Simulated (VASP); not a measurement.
# Ru (P6_3/mmc) in VASP: further runs

Runs on Ru. Level: PBEsol. Tasks: single point.

All numbers are computed with VASP 6.6.1; they aren't measurements. Logs are shortened: lines on timing, memory, paths and dates and some standing lists are left out, and cuts for length are marked.

### 1 The cell of the first run

Symmetry: P6_3/mmc, No. 194, hexagonal system. Conventional cell: a = 2.539 Å, b = 2.539 Å, c = 4.252 Å, α = 90.00°, β = 90.00°, γ = 120.00°. Within 3.4 Å of Ru (site symmetry -6m2) lie 12 Ru at 2.54 to 2.58 Å.

### 2 Single point, PBEsol

INCAR reads:

```
SYSTEM = Ru
PREC     = Accurate       ! precision mode
ENCUT    = 520            ! plane-wave cutoff, eV
EDIFF    = 1E-6           ! SCF threshold, eV
ISMEAR   = 0              ! smearing method
SIGMA    = 0.15           ! smearing width, eV
LREAL    = .FALSE.        ! projectors in reciprocal space
LASPH    = .TRUE.         ! aspherical terms in the spheres
NELM     = 100            ! most SCF steps
ALGO     = Normal         ! electronic algorithm
ISIF     = 2              ! what is computed and relaxed
LWAVE    = .FALSE.        ! write WAVECAR
LCHARG   = .TRUE.         ! write CHGCAR
GGA      = PS             ! functional
LELF     = .TRUE.         ! ELF
LVHAR    = .TRUE.       
NBANDS   = 21             ! bands
```

KPOINTS reads:

```
Automatic mesh
0
G
  18 18 10
  0 0 0
```

POSCAR reads:

```
Ru
1.0
    2.5391000000      0.0000000000      0.0000000000
   -1.2695500000      2.1989251028      0.0000000000
    0.0000000000      0.0000000000      4.2523798375
Ru
2
Direct
    0.3333333333      0.6666666667      0.2500000000
    0.6666666667      0.3333333333      0.7500000000
```

Potentials or basis: VASP PAW PBE potentials, release 64 (Ru_pv).

Started as:

```console
$ cat potpaw_PBE.64/Ru_pv/POTCAR > POTCAR
$ mpirun -np 1 vasp_std > vasp.out
```

OUTCAR:

```text
SYSTEM = Ru
   PREC = Accurate
   ENCUT = 520
   EDIFF = 1E-6
   ISMEAR = 0
   LREAL = .FALSE.
   LASPH = .TRUE.
   NELM = 100
   ISIF = 2
   GGA = PS

 ion  position               nearest neighbor table
   1  0.333  0.667  0.250-   2 2.58   2 2.58   2 2.58   2 2.58   2 2.58   2 2.58
   2  0.667  0.333  0.750-   1 2.58   1 2.58   1 2.58   1 2.58   1 2.58   1 2.58

  LATTYP: Found a hexagonal cell.
 ALAT       =     2.5391000000
 C/A-ratio  =     1.6747587088

  Lattice vectors:

 A1 = (   2.5391000000,   0.0000000000,   0.0000000000)
 A2 = (  -1.2695500000,   2.1989251028,   0.0000000000)
 A3 = (   0.0000000000,   0.0000000000,   4.2523798375)

Analysis of symmetry for initial positions (statically):
=====================================================================
 Subroutine PRICEL returns:
 Original cell was already a primitive cell.

 Routine SETGRP: Setting up the symmetry group for a
 hexagonal supercell.

 Subroutine GETGRP returns: Found 24 space group operations
 (whereof 12 operations were pure point group operations)
 out of a pool of 24 trial point group operations.

The static configuration has the point symmetry D_3d.
 The point group associated with its full space group is D_6h.

Analysis of symmetry for dynamics (positions and initial velocities):
=====================================================================
 Subroutine PRICEL returns:
 Original cell was already a primitive cell.

 Routine SETGRP: Setting up the symmetry group for a
 hexagonal supercell.

 Subroutine GETGRP returns: Found 24 space group operations
 (whereof 12 operations were pure point group operations)
 out of a pool of 24 trial point group operations.

The dynamic configuration has the point symmetry D_3d.
 The point group associated with its full space group is D_6h.

 Subroutine INISYM returns: Found 24 space group operations
 (whereof 12 operations are pure point group operations),
 and found     1 'primitive' translations

----------------------------------------------------------------------------------------

                                     Primitive cell

  volume of cell :      23.7423

  direct lattice vectors                    reciprocal lattice vectors
     2.539100000  0.000000000  0.000000000     0.393840337  0.227383825  0.000000000
    -1.269550000  2.198925103  0.000000000     0.000000000  0.454767649  0.000000000
     0.000000000  0.000000000  4.252379838     0.000000000  0.000000000  0.235162436
[... 76 lines left out ...]
   ISTART =      0    job   : 0-new  1-cont  2-samecut
   ICHARG =      2    charge: 1-file 2-atom 10-const
   ISPIN  =      1    spin polarized calculation?
   LNONCOLLINEAR =      F non collinear calculations
   LSORBIT =      F    spin-orbit coupling
   LASPH  =      T    aspherical Exc in radial PAW
   ENCUT  =  520.0 eV  38.22 Ry    6.18 a.u.   4.72  4.72  7.91*2*pi/ulx,y,z
   NELM   =    100;   NELMIN=  2; NELMDL= -5     # of ELM steps
   EDIFF  = 0.1E-05   stopping-criterion for ELM
   LREAL  =      F    real-space projection
   EDIFFG = 0.1E-04   stopping-criterion for IOM
   NSW    =      0    number of steps for IOM
   IBRION =     -1    ionic relax: 0-MD 1-quasi-New 2-CG
   NFREE  =      0    steps in history (QN), initial steepest desc. (CG)
   ISIF   =      2    stress and relaxation
   ISYM   =      2    0-nonsym 1-usesym 2-fastsym
   POTIM  = 0.5000    time-step for ionic-motion
   TEBEG  =    0.0;   TEEND  =   0.0 temperature during run
   PSTRESS=    0.0 pullay stress
   NELECT =      28.0000    total number of electrons
   NUPDOWN=      -1.0000    fix difference up-down
   EMIN   =  10.00;   EMAX   =-10.00  energy-range for DOS
   EFERMI =   0.00;   METHOD = LEGACY
   ISMEAR =     0;   SIGMA  =   0.15  broadening in eV -4-tet -1-fermi 0-gaus
   EFERMI_NEDOS =   21; number of points for ismear=-14 and -15
   IALGO  =     38    algorithm
   IMIX   =      4    mixing-type and parameters
     AMIX     =   0.40;   BMIX     =  1.00
     AMIX_MAG =   1.60;   BMIX_MAG =  1.00
  volume/ion in A,a.u.               =      11.87        80.11
  Fermi-wavevector in a.u.,A,eV,Ry     =   1.729631  3.268528 40.703498  2.991623
  Thomas-Fermi vector in A             =   2.804340
   LORBIT       =      0    0 simple, 1 ext, 2 COOP (PROOUT), +10 PAW based schemes
   GGA     = PS    functional components
   LHFCALC =     F    Hartree Fock is set to
   AEXX    =    0.0000 exact exchange contribution
   IVDW    =     0    specifies the selected vdW correction
   LEPSILON=     F    determine dielectric tensor
   LRPA    =     F    only Hartree local field effects (RPA)
 non-spin polarized calculation
 Gauss-broadening in eV      SIGMA  =   0.15
  energy-cutoff  :      520.00
  volume of cell :       23.74
 maximum number of plane-waves:       652
 NGX is ok and might be reduce to    20
   NGX =  9   NGY =  9   NGZ = 15

 number of electron      27.9999998 magnetization

 Free energy of the ion-electron system (eV)
  ---------------------------------------------------
  ext. energy  EPLUGINS =         0.00000000
  ---------------------------------------------------
  free energy    TOTEN  =       -19.81853975 eV

  energy without entropy =      -19.80548187  energy(sigma->0) =      -19.81201081

 E-fermi :  15.3277     XC(G=0): -15.1272

 val. band max:       15.3271482910   @ k =   0.3889   0.1667   0.3000
 cond. band min:      15.3351606104   @ k =   0.2778   0.0000   0.1000
 fundamental gap:      0.0080123194
 Fermi energy:        15.3277169411

 k-point     1 :       0.0000    0.0000    0.0000
  band No.  band energies     occupation
      1     -28.7807      2.00000
      2     -27.3296      2.00000
      3     -27.3296      2.00000
      4     -27.2081      2.00000
      5     -27.1398      2.00000
      6     -27.1398      2.00000
[... 565 lines left out ...]
     20      25.4788      0.00000
     21      27.7766      0.00000

 [... further k-points ...]
[... 5 lines left out ...]
  --------------------------------------------------------------------------------------
  -------------------------------------------------------------------------------------
  Total        9.8900260      9.8900260      3.9641187      0.0000000      0.0000000      0.0000000
  in kB      667.3992626    667.3992627    267.5068722      0.0000000      0.0000000      0.0000000
  external PRESSURE =     534.1017992 kB  Pullay stress =       0.0000000 kB

 VOLUME and BASIS-vectors are now :
 -----------------------------------------------------------------------------
  energy-cutoff  :      520.00
  volume of cell :       23.74
      direct lattice vectors                 reciprocal lattice vectors
     2.539100000  0.000000000  0.000000000     0.393840337  0.227383825  0.000000000
    -1.269550000  2.198925103  0.000000000     0.000000000  0.454767649  0.000000000
     0.000000000  0.000000000  4.252379838     0.000000000  0.000000000  0.235162436

 POSITION                                       TOTAL-FORCE (eV/Angst)
 -----------------------------------------------------------------------------------
     -0.00000      1.46595      1.06309        -0.000000     -0.000000      0.000000
      1.26955      0.73298      3.18928         0.000000      0.000000      0.000000
 -----------------------------------------------------------------------------------
    total drift:                               -0.000000      0.000000     -0.000000

  FREE ENERGIE OF THE ION-ELECTRON SYSTEM (eV)
  ---------------------------------------------------
  free  energy   TOTEN  =       -19.8185397476 eV

  energy  without entropy=      -19.8054818745  energy(sigma->0) =      -19.81201081
```

OSZICAR:

```text
N       E                     dE             d eps       ncg     rms          rms(c)
DAV:   1     0.287945897480E+03    0.28795E+03   -0.17442E+04  9348   0.152E+03
DAV:   2    -0.151620487685E+02   -0.30311E+03   -0.29367E+03  9559   0.454E+02
DAV:   3    -0.211666879676E+02   -0.60046E+01   -0.59692E+01 11169   0.715E+01
DAV:   4    -0.212078345430E+02   -0.41147E-01   -0.41053E-01 10988   0.584E+00
DAV:   5    -0.212083608384E+02   -0.52630E-03   -0.52297E-03 10587   0.605E-01    0.266E+01
DAV:   6    -0.199613582321E+02    0.12470E+01   -0.25155E+00 10834   0.156E+01    0.898E+00
DAV:   7    -0.198301850786E+02    0.13117E+00   -0.49196E-01 10404   0.583E+00    0.146E+00
DAV:   8    -0.198184974697E+02    0.11688E-01   -0.19876E-02 10209   0.161E+00    0.650E-02
DAV:   9    -0.198185249471E+02   -0.27477E-04   -0.15609E-04 10719   0.133E-01    0.329E-02
DAV:  10    -0.198185399815E+02   -0.15034E-04   -0.17000E-05 10449   0.394E-02    0.925E-03
DAV:  11    -0.198185397476E+02    0.23390E-06   -0.45563E-06 10052   0.218E-02
   1 F= -.19818540E+02 E0= -.19812011E+02  d E =-.130579E-01
```

stdout:

```text
POSCAR found type information on POSCAR Ru
 POSCAR found :  1 types and       2 ions
 scaLAPACK will be used
 -----------------------------------------------------------------------------
|                                                                             |
|                                                                             |
|     You enforced a specific xc type in the INCAR file but a different       |
|     I HOPE YOU KNOW WHAT YOU ARE DOING!                                     |
|                                                                             |
 -----------------------------------------------------------------------------

 LDA part: xc-table for (Slater+PW92), standard interpolation
 POSCAR, INCAR and KPOINTS ok, starting setup
 FFT: planning ... GRIDC
 FFT: planning ... GRID_SOFT
 FFT: planning ... GRID
 WAVECAR not read
 entering main loop
```

It took 38 s on 1 thread of AMD EPYC 9R45 (Zen 5), shared host; peak memory 0.17 GiB.

Results:

* Free energy: -19.8185 eV
* Pressure: 53.4 GPa
* Band gap on the k mesh: zero (band 14 reaches 17.45 eV, above the bottom of band 15 at 13.71 eV)

Levels at points of the mesh, in eV from the Fermi level:
| k point | band 12 | band 13 | band 14 | band 15 | band 16 | band 17 |
| --- | --- | --- | --- | --- | --- | --- |
| (0.00, 0.00, 0.00) | -2.45 | -2.45 | -1.18 | -1.18 | 0.74 | 1.48 |
| (0.50, 0.00, 0.00) | -2.14 | -1.82 | 2.12 | 2.23 | 2.62 | 5.01 |
| (0.00, 0.00, 0.50) | -3.20 | -3.20 | -3.20 | 0.69 | 0.69 | 0.69 |
| (0.50, 0.00, 0.50) | -1.07 | 0.55 | 0.55 | 2.45 | 2.45 | 4.02 |

Caveat: the PAW data sets were made with another functional, which shifts forces and pressure a little.

### 3 Single point, PBEsol

This run uses another cell than the first one, of 11.98 Å³/atom, 1.009 times its volume.

INCAR is that of step 2.

KPOINTS is that of step 2.

POSCAR reads:

```
Ru
1.0
    2.6144000000      0.0000000000      0.0000000000
   -1.3072000000      2.2641368157      0.0000000000
    0.0000000000      0.0000000000      4.0483000000
Ru
2
Direct
    0.3333333333      0.6666666667      0.2500000000
    0.6666666667      0.3333333333      0.7500000000
```

Potentials or basis: VASP PAW PBE potentials, release 64 (Ru_pv).

Started as:

```console
$ cat potpaw_PBE.64/Ru_pv/POTCAR > POTCAR
$ mpirun -np 1 vasp_std > vasp.out
```

Wall time 42 s (1 thread of AMD EPYC 9R45 (Zen 5), shared host); peak memory 0.17 GiB.

Results (log left out):

| Quantity | Value |
| --- | --- |
| Free energy | -19.9697 eV |
| Pressure | 48.1 GPa |
| Band gap on the k mesh | zero (band 14 reaches 16.91 eV, above the bottom of band 15 at 13.16 eV) |

Stress tensor (GPa, compression positive):
```
42.50  0.00  0.00
 0.00 42.50  0.00
 0.00  0.00 59.40
```

Levels at points of the mesh, in eV from the Fermi level:
| k point | band 10 | band 11 | band 12 | band 13 | band 14 | band 15 | band 16 | band 17 | band 18 | band 19 |
| --- | --- | --- | --- | --- | --- | --- | --- | --- | --- | --- |
| (0.00, 0.00, 0.00) | -3.19 | -2.69 | -2.28 | -2.28 | -1.88 | -1.88 | 1.42 | 1.42 | 1.72 | 10.15 |
| (0.50, 0.00, 0.00) | -3.83 | -2.28 | -2.10 | -1.66 | 1.61 | 2.19 | 2.50 | 4.76 | 7.02 | 10.16 |
| (0.00, 0.00, 0.50) | -3.44 | -3.44 | -3.44 | -3.00 | -3.00 | 0.71 | 0.71 | 0.71 | 0.71 | 10.16 |
| (0.50, 0.00, 0.50) | -5.37 | -1.39 | -1.39 | 0.53 | 0.53 | 1.97 | 1.97 | 3.90 | 3.90 | 10.15 |

Caveat: the PAW data sets were made with another functional, which shifts forces and pressure a little.

### 4 Single point, PBEsol

This run uses another cell than the first one, of 12.02 Å³/atom, 1.012 times its volume.

INCAR reads:

```
ALGO = Normal ; EDIFF = 1E-6
ENCUT = 520 ; GGA = PS
ISIF = 2 ; ISMEAR = 0
LASPH = True ; LCHARG = False
LREAL = False ; LWAVE = False
NBANDS = 21 ; NELM = 60
PREC = Accurate ; SIGMA = 0.15
```

KPOINTS reads:

```
k-points
0
Gamma
  18 18 10
```

POSCAR reads:

```
Ru
1.0
    2.6520000000      0.0000000000      0.0000000000
   -1.3260000000      2.2966993709      0.0000000000
    0.0000000000      0.0000000000      3.9462000000
Ru
2
Direct
    0.3333333333      0.6666666667      0.2500000000
    0.6666666667      0.3333333333      0.7500000000
```

Started as:

```console
$ cat potpaw_PBE.64/Ru_pv/POTCAR > POTCAR
$ mpirun -np 1 vasp_std > vasp.out
```

Wall time 41 s (1 thread of AMD EPYC 9R45 (Zen 5), shared host); peak memory 0.17 GiB.

It converged, with:

```yaml
Free_energy: -19.8728 eV
Pressure: 48.8 GPa
Band_gap_on_the_k_mesh: zero (band 14 reaches 16.75 eV, above the bottom of band 15 at 12.85 eV)
```

Stress tensor (GPa, compression positive):
```
34.70  0.00  0.00
 0.00 34.70  0.00
 0.00  0.00 77.02
```

Levels at points of the mesh, in eV from the Fermi level:
```tsv
k point	band 10	band 11	band 12	band 13	band 14	band 15	band 16	band 17	band 18	band 19
(0.00, 0.00, 0.00)	-3.27	-2.26	-2.26	-2.26	-2.25	-2.25	1.37	1.37	2.23	10.14
(0.50, 0.00, 0.00)	-4.17	-2.28	-2.00	-1.42	1.27	1.97	2.66	4.58	6.81	10.14
(0.00, 0.00, 0.50)	-3.66	-3.66	-3.66	-2.75	-2.75	0.75	0.75	0.75	0.75	10.14
(0.50, 0.00, 0.50)	-5.21	-1.59	-1.59	0.46	0.46	1.72	1.72	3.78	3.78	10.14
```

Caveat: the PAW data sets were made with another functional, which shifts forces and pressure a little.

### 5 Single point, PBEsol

This run uses another cell than the first one, of 12.05 Å³/atom, 1.015 times its volume.

INCAR reads:

```
PREC     = Accurate       # precision mode
ENCUT    = 520            # plane-wave cutoff, eV
EDIFF    = 1E-7           # SCF threshold, eV
ISMEAR   = 0              # smearing method
SIGMA    = 0.15           # smearing width, eV
LREAL    = False          # projectors in reciprocal space
LASPH    = True           # aspherical terms in the spheres
NELM     = 80             # most SCF steps
ALGO     = Normal         # electronic algorithm
ISIF     = 2              # what is computed and relaxed
LWAVE    = False          # write WAVECAR
LCHARG   = True           # write CHGCAR
GGA      = PS             # functional
LELF     = True           # ELF
LVHAR    = True         
NBANDS   = 21             # bands
```

KPOINTS reads:

```
Automatic mesh
0
Gamma
  18 18 10
```

POSCAR reads:

```
Ru
1.0
    2.7273000000      0.0000000000      0.0000000000
   -1.3636500000      2.3619110838      0.0000000000
    0.0000000000      0.0000000000      3.7421000000
Ru
2
Direct
    0.3333333333      0.6666666667      0.2500000000
    0.6666666667      0.3333333333      0.7500000000
```

Started as:

```console
$ cat potpaw_PBE.64/Ru_pv/POTCAR > POTCAR
$ mpirun -np 1 vasp_std > vasp.out
```

It took 45 s on 1 thread of AMD EPYC 9R45 (Zen 5), shared host; peak memory 0.17 GiB.

It converged, with:

```
Free energy            : -19.3730 eV
Pressure               : 56.2 GPa
Band gap on the k mesh : zero (band 14 reaches 16.76 eV, above the bottom of band 15 at 13.46 eV)
```

Stress tensor (GPa, compression positive):
```
 29.01   0.00   0.00
  0.00  29.01   0.00
  0.00   0.00 110.64
```

Levels at points of the mesh, in eV from the Fermi level:
| k point | band 10 | band 11 | band 12 | band 13 | band 14 | band 15 | band 16 | band 17 | band 18 | band 19 |
| --- | --- | --- | --- | --- | --- | --- | --- | --- | --- | --- |
| (0.00, 0.00, 0.00) | -3.48 | -3.00 | -3.00 | -2.21 | -2.21 | -1.44 | 1.30 | 1.30 | 3.37 | 10.14 |
| (0.50, 0.00, 0.00) | -4.80 | -2.63 | -1.45 | -0.92 | 0.60 | 1.60 | 3.00 | 4.15 | 6.33 | 10.14 |
| (0.00, 0.00, 0.50) | -4.19 | -4.19 | -4.19 | -2.21 | -2.21 | 0.96 | 0.96 | 0.96 | 0.96 | 10.15 |
| (0.50, 0.00, 0.50) | -4.87 | -2.00 | -2.00 | 0.31 | 0.31 | 1.29 | 1.29 | 3.48 | 3.48 | 10.14 |

Caveat: the PAW data sets were made with another functional, which shifts forces and pressure a little.

### 6 Summary

| cell | gap on the mesh (eV) | pressure (GPa) |
| --- | --- | --- |
| a = 2.539, b = 2.539, c = 4.252 Å, angles 90.0, 90.0, 120.0°, 2 atoms | none | 53.4 |
| a = 2.614, b = 2.614, c = 4.048 Å, angles 90.0, 90.0, 120.0°, 2 atoms | none | 48.1 |
| a = 2.652, b = 2.652, c = 3.946 Å, angles 90.0, 90.0, 120.0°, 2 atoms | none | 48.8 |
| a = 2.727, b = 2.727, c = 3.742 Å, angles 90.0, 90.0, 120.0°, 2 atoms | none | 56.2 |

Alike in all rows: task single point; level PBEsol; potentials or basis VASP PAW PBE potentials, release 64 (Ru_pv); no spin polarisation; k mesh 18 × 18 × 10; cutoff (eV) 520; smearing gaussian 0.15 eV.

Caveats: the PAW data sets were made with another functional, which shifts forces and pressure a little.

Total energies depend on the potentials used, so only differences within one code and one set of settings carry meaning.
